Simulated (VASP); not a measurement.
# Rh in VASP: single point with r2SCAN

Aim: the single point of Rh with r2SCAN.

Program: VASP 6.6.1. These are calculated values, not measurements. Logs are shortened: lines on timing, memory, paths and dates and some standing lists are left out, and cuts for length are marked.

## Step 1: The cell of the first run

The cell holds a slab with vacuum, 7 atoms: a = 2.687 Å, b = 2.687 Å, c = 26.400 Å, α = 90.00°, β = 90.00°, γ = 90.00°.

## Step 2: Single point, r2SCAN

The input, POSCAR:

```
Rh
1.0
    2.6869385152      0.0000000000      0.0000000000
    0.0000000000      2.6869385152      0.0000000000
    0.0000000000      0.0000000000     26.3997146685
Rh
7
Direct
    0.5000000000      0.5000000000      0.2840939796
    0.0000000000      0.0000000000      0.3560626531
    0.5000000000      0.5000000000      0.4280313265
    0.0000000000      0.0000000000      0.5000000000
    0.5000000000      0.5000000000      0.5719686735
    0.0000000000      0.0000000000      0.6439373469
    0.5000000000      0.5000000000      0.7159060204
```

The input, INCAR.step1:

```
PREC = Accurate ; ENCUT = 520
ISMEAR = 0 ; SIGMA = 0.1
LREAL = F ; LASPH = T
NELM = 100 ; LDIPOL = T
IDIPOL = 3 ; DIPOL = 0.5 0.5 0.500
NBANDS = 62 ; GGA = PE
ALGO = Normal ; EDIFF = 1E-4
LWAVE = T ; LCHARG = F
```

The input, INCAR.step2:

```
PREC = Accurate ; ENCUT = 520
EDIFF = 1E-6 ; ISMEAR = 0
SIGMA = 0.1 ; LREAL = F
LASPH = T ; NELM = 100
ALGO = Normal ; ISIF = 2
LWAVE = F ; LCHARG = F
LDIPOL = T ; IDIPOL = 3
DIPOL = 0.5 0.5 0.500 ; METAGGA = R2SCAN
LMIXTAU = T ; NBANDS = 62
ISTART = 1
```

The input, KPOINTS:

```
Automatic mesh
0
Gamma
  13 13 1
```

Potentials or basis: VASP PAW PBE potentials, release 64 (Rh_pv).

Started as:

```sh
$ cat potpaw_PBE.64/Rh_pv/POTCAR > POTCAR
$ cp INCAR.step1 INCAR
$ mpirun -np 1 vasp_std > vasp.out
$ cp INCAR.step2 INCAR
$ mpirun -np 1 vasp_std > vasp.out
```

OUTCAR:

```text
PREC = Accurate
   ENCUT = 520
   EDIFF = 1E-6
   ISMEAR = 0
   LREAL = F
   LASPH = T
   NELM = 100
   ISIF = 2
   METAGGA = R2SCAN
   ISTART = 1

 ion  position               nearest neighbor table
   1  0.500  0.500  0.284-   2 2.69   2 2.69   2 2.69   2 2.69
   2  0.000  0.000  0.356-   3 2.69   3 2.69   3 2.69   3 2.69   1 2.69   1 2.69   1 2.69   1 2.69

   3  0.500  0.500  0.428-   2 2.69   2 2.69   2 2.69   2 2.69   4 2.69   4 2.69   4 2.69   4 2.69

   4  0.000  0.000  0.500-   3 2.69   5 2.69   3 2.69   5 2.69   3 2.69   5 2.69   3 2.69   5 2.69

   5  0.500  0.500  0.572-   6 2.69   6 2.69   6 2.69   6 2.69   4 2.69   4 2.69   4 2.69   4 2.69

   6  0.000  0.000  0.644-   5 2.69   5 2.69   5 2.69   5 2.69   7 2.69   7 2.69   7 2.69   7 2.69

   7  0.500  0.500  0.716-   6 2.69   6 2.69   6 2.69   6 2.69

  LATTYP: Found a simple tetragonal cell.
 ALAT       =     2.6869385152
 C/A-ratio  =     9.8252023703

  Lattice vectors:

 A1 = (   2.6869385152,   0.0000000000,   0.0000000000)
 A2 = (   0.0000000000,   2.6869385152,   0.0000000000)
 A3 = (   0.0000000000,   0.0000000000,  26.3997146685)

Analysis of symmetry for initial positions (statically):
=====================================================================
 Subroutine PRICEL returns:
 Original cell was already a primitive cell.

 Routine SETGRP: Setting up the symmetry group for a
 simple tetragonal supercell.

 Subroutine GETGRP returns: Found 16 space group operations
 (whereof 16 operations were pure point group operations)
 out of a pool of 16 trial point group operations.

The static configuration has the point symmetry D_4h.

Analysis of symmetry for dynamics (positions and initial velocities):
=====================================================================
 Subroutine PRICEL returns:
 Original cell was already a primitive cell.

 Routine SETGRP: Setting up the symmetry group for a
 simple tetragonal supercell.

 Subroutine GETGRP returns: Found 16 space group operations
 (whereof 16 operations were pure point group operations)
 out of a pool of 16 trial point group operations.

The dynamic configuration has the point symmetry D_4h.

 Subroutine INISYM returns: Found 16 space group operations
 (whereof 16 operations are pure point group operations),
 and found     1 'primitive' translations

----------------------------------------------------------------------------------------

                                     Primitive cell

  volume of cell :     190.5964

  direct lattice vectors                    reciprocal lattice vectors
     2.686938515  0.000000000  0.000000000     0.372170779  0.000000000  0.000000000
     0.000000000  2.686938515  0.000000000     0.000000000  0.372170779  0.000000000
     0.000000000  0.000000000 26.399714668     0.000000000  0.000000000  0.037879197

  length of vectors
     2.686938515  2.686938515 26.399714668     0.372170779  0.372170779  0.037879197

  position of ions in fractional coordinates (direct lattice)
     0.500000000  0.500000000  0.284093980
     0.000000000  0.000000000  0.356062653
     0.500000000  0.500000000  0.428031326
     0.000000000  0.000000000  0.500000000
     0.500000000  0.500000000  0.571968674
     0.000000000  0.000000000  0.643937347
     0.500000000  0.500000000  0.715906020

  ion indices of the primitive-cell ions
   primitive index   ion index
                 1           1
                 2           2
                 3           3
                 4           4
                 5           5
                 6           6
                 7           7

----------------------------------------------------------------------------------------

 KPOINTS: Automatic mesh

Automatic generation of k-mesh.
 Grid dimensions read from file:
 generate k-points for:   13   13    1

 Generating k-lattice:

  Cartesian coordinates                     Fractional coordinates (reciprocal lattice)
     0.028628521  0.000000000  0.000000000     0.076923077  0.000000000  0.000000000
     0.000000000  0.028628521  0.000000000     0.000000000  0.076923077  0.000000000
     0.000000000  0.000000000  0.037879197     0.000000000  0.000000000  1.000000000

  Length of vectors
     0.028628521  0.028628521  0.037879197

  Shift w.r.t. Gamma in fractional coordinates (k-lattice)
     0.000000000  0.000000000  0.000000000

 Subroutine IBZKPT returns following result:
 ===========================================

 Found     28 irreducible k-points:

 Following reciprocal coordinates:
            Coordinates               Weight
  0.000000  0.000000  0.000000      1.000000
  0.076923  0.000000  0.000000      4.000000
  0.153846  0.000000  0.000000      4.000000
  0.230769  0.000000  0.000000      4.000000
  0.307692  0.000000  0.000000      4.000000
  0.384615  0.000000  0.000000      4.000000
[... 16 lines left out ...]
  0.307692  0.307692  0.000000      4.000000
  0.384615  0.307692  0.000000      8.000000
 [... further k-points ...]
   k-points           NKPTS =     28   k-points in BZ     NKDIM =     28   number of bands    NBANDS=     62
   number of dos      NEDOS =    301   number of ions     NIONS =      7
   total plane-waves  NPLWV =  78400
   dimension x,y,z NGX =    20 NGY =   20 NGZ =  196
   dimension x,y,z NGXF=    40 NGYF=   40 NGZF=  392
   ions per type =               7
   NGX,Y,Z   is equivalent  to a cutoff of  12.37, 12.37, 12.34 a.u.
   NGXF,Y,Z  is equivalent  to a cutoff of  24.75, 24.75, 24.69 a.u.
 SYSTEM =  unknown system
   PREC   = accura    normal or accurate (medium, high low for compatibility)
   ISTART =      1    job   : 0-new  1-cont  2-samecut
   ICHARG =      0    charge: 1-file 2-atom 10-const
   ISPIN  =      1    spin polarized calculation?
   LNONCOLLINEAR =      F non collinear calculations
   LSORBIT =      F    spin-orbit coupling
   LASPH  =      T    aspherical Exc in radial PAW
   ENCUT  =  520.0 eV  38.22 Ry    6.18 a.u.   5.00  5.00 49.09*2*pi/ulx,y,z
   NELM   =    100;   NELMIN=  2; NELMDL=  0     # of ELM steps
   EDIFF  = 0.1E-05   stopping-criterion for ELM
   LREAL  =      F    real-space projection
   EDIFFG = 0.1E-04   stopping-criterion for IOM
   NSW    =      0    number of steps for IOM
   IBRION =     -1    ionic relax: 0-MD 1-quasi-New 2-CG
   NFREE  =      0    steps in history (QN), initial steepest desc. (CG)
   ISIF   =      2    stress and relaxation
   ISYM   =      2    0-nonsym 1-usesym 2-fastsym
   POTIM  = 0.5000    time-step for ionic-motion
   TEBEG  =    0.0;   TEEND  =   0.0 temperature during run
   PSTRESS=    0.0 pullay stress
   NELECT =     105.0000    total number of electrons
   NUPDOWN=      -1.0000    fix difference up-down
   EMIN   =  10.00;   EMAX   =-10.00  energy-range for DOS
   EFERMI =   0.00;   METHOD = LEGACY
   ISMEAR =     0;   SIGMA  =   0.10  broadening in eV -4-tet -1-fermi 0-gaus
   EFERMI_NEDOS =   21; number of points for ismear=-14 and -15
   IALGO  =     38    algorithm
   IMIX   =      4    mixing-type and parameters
     AMIX     =   0.40;   BMIX     =  1.00
     AMIX_MAG =   1.60;   BMIX_MAG =  1.00
  volume/ion in A,a.u.               =      27.23       183.74
  Fermi-wavevector in a.u.,A,eV,Ry     =   1.342043  2.536093 24.505166  1.801079
  Thomas-Fermi vector in A             =   2.470228
   LORBIT       =      0    0 simple, 1 ext, 2 COOP (PROOUT), +10 PAW based schemes
   METAGGA = R2SCAN    functional components
   LHFCALC =     F    Hartree Fock is set to
   AEXX    =    0.0000 exact exchange contribution
   IVDW    =     0    specifies the selected vdW correction
   LEPSILON=     F    determine dielectric tensor
   LRPA    =     F    only Hartree local field effects (RPA)
 non-spin polarized calculation
 Gauss-broadening in eV      SIGMA  =   0.10
  energy-cutoff  :      520.00
  volume of cell :      190.60
 maximum number of plane-waves:      5172
 NGX is ok and might be reduce to    20
   NGX =  9   NGY =  9   NGZ = 99

 dipolmoment           0.000000      0.000000      0.000000 electrons x Angstroem

 number of electron     105.0000009 magnetization

 dipolmoment           0.000000      0.000000     -0.000000 electrons x Angstroem

 Free energy of the ion-electron system (eV)
  ---------------------------------------------------
  ext. energy  EPLUGINS =         0.00000000
  ---------------------------------------------------
  free energy    TOTEN  =      -166.60015738 eV

  energy without entropy =     -166.55475479  energy(sigma->0) =     -166.57745609

 E-fermi :   3.4273     XC(G=0):  -8.3605

 val. band max:        3.4236251900   @ k =   0.2308   0.0769   0.0000
 cond. band min:       3.4296920160   @ k =   0.1538   0.0769   0.0000
 fundamental gap:      0.0060668260
 Fermi energy:         3.4272822349

 k-point     1 :       0.0000    0.0000    0.0000
  band No.  band energies     occupation
      1     -45.0869      2.00000
      2     -44.9743      2.00000
      3     -44.7677      2.00000
      4     -44.6556      2.00000
      5     -44.6556      2.00000
      6     -44.6125      2.00000
[... 54 lines left out ...]
     61       4.3497      0.00000
     62       4.3497      0.00000

 k-point     2 :       0.0769    0.0000    0.0000
  band No.  band energies     occupation
      1     -45.0772      2.00000
      2     -44.9738      2.00000
      3     -44.7865      2.00000
      4     -44.6801      2.00000
      5     -44.6499      2.00000
      6     -44.6323      2.00000
[... 54 lines left out ...]
     61       4.3542      0.00000
     62       4.6922      0.00000

 k-point     3 :       0.1538    0.0000    0.0000
  band No.  band energies     occupation
      1     -45.0508      2.00000
      2     -44.9776      2.00000
      3     -44.8408      2.00000
      4     -44.7487      2.00000
      5     -44.6746      2.00000
      6     -44.6397      2.00000
[... 1354 lines left out ...]
     61       8.6906      0.00000
     62      10.0770      0.00000

 k-point    24 :       0.3846    0.3077    0.0000
  band No.  band energies     occupation
      1     -45.0131      2.00000
      2     -44.9964      2.00000
      3     -44.9807      2.00000
      4     -44.9571      2.00000
      5     -44.9561      2.00000
      6     -44.8394      2.00000
[... 54 lines left out ...]
     61       9.7248      0.00000
     62      10.5818      0.00000

 [... further k-points ...]

------------------------ aborting loop because EDIFF is reached ----------------------------------------

 vacuum level on the upper side and lower side of the slab       (xc-potential included)        -0.015        -0.015

  FORCE on cell =-STRESS in cart. coord.  units (eV):
  Direction    XX          YY          ZZ          XY          YZ          ZX
  --------------------------------------------------------------------------------------
  -------------------------------------------------------------------------------------
  Total       -3.3587178     -3.3587178     -1.7007462      0.0000000      0.0000000     -0.0000000
  in kB      -28.2338044    -28.2338044    -14.2966867      0.0000000      0.0000000     -0.0000000
  external PRESSURE =     -23.5880985 kB  Pullay stress =       0.0000000 kB

 VOLUME and BASIS-vectors are now :
 -----------------------------------------------------------------------------
  energy-cutoff  :      520.00
  volume of cell :      190.60
      direct lattice vectors                 reciprocal lattice vectors
     2.686938515  0.000000000  0.000000000     0.372170779  0.000000000  0.000000000
     0.000000000  2.686938515  0.000000000     0.000000000  0.372170779  0.000000000
     0.000000000  0.000000000 26.399714668     0.000000000  0.000000000  0.037879197

 POSITION                                       TOTAL-FORCE (eV/Angst)
 -----------------------------------------------------------------------------------
      1.34347      1.34347      7.50000        -0.000000      0.000000      0.541490
      0.00000      0.00000      9.39995        -0.000000      0.000000     -0.501175
      1.34347      1.34347     11.29990         0.000000     -0.000000     -0.187227
      0.00000      0.00000     13.19986         0.000000     -0.000000      0.000000
      1.34347      1.34347     15.09981        -0.000000     -0.000000      0.187227
      0.00000      0.00000     16.99976         0.000000      0.000000      0.501175
      1.34347      1.34347     18.89971         0.000000      0.000000     -0.541490
 -----------------------------------------------------------------------------------
    total drift:                               -0.000000      0.000000     -0.000000

  FREE ENERGIE OF THE ION-ELECTRON SYSTEM (eV)
  ---------------------------------------------------
  free  energy   TOTEN  =      -166.6001573823 eV

  energy  without entropy=     -166.5547547893  energy(sigma->0) =     -166.57745609

 vacuum level on the upper side and lower side of the slab         8.520         8.520
```

Run time: 23 min. Hardware: 1 thread of Intel Xeon Platinum 8488C (Sapphire Rapids), shared host; peak memory 0.43 GiB.

Results:

```yaml
Free_energy: -166.6002 eV
Largest_force: 0.541 eV/Å
```

Forces in eV/Å, atoms in the order of the input:
```
Rh   0.000  0.000  0.541
Rh   0.000  0.000 -0.501
Rh   0.000  0.000 -0.187
Rh   0.000  0.000  0.000
Rh   0.000  0.000  0.187
Rh   0.000  0.000  0.501
Rh   0.000  0.000 -0.541
```

Caveat: the PAW data sets were made with another functional, which shifts forces and pressure a little.
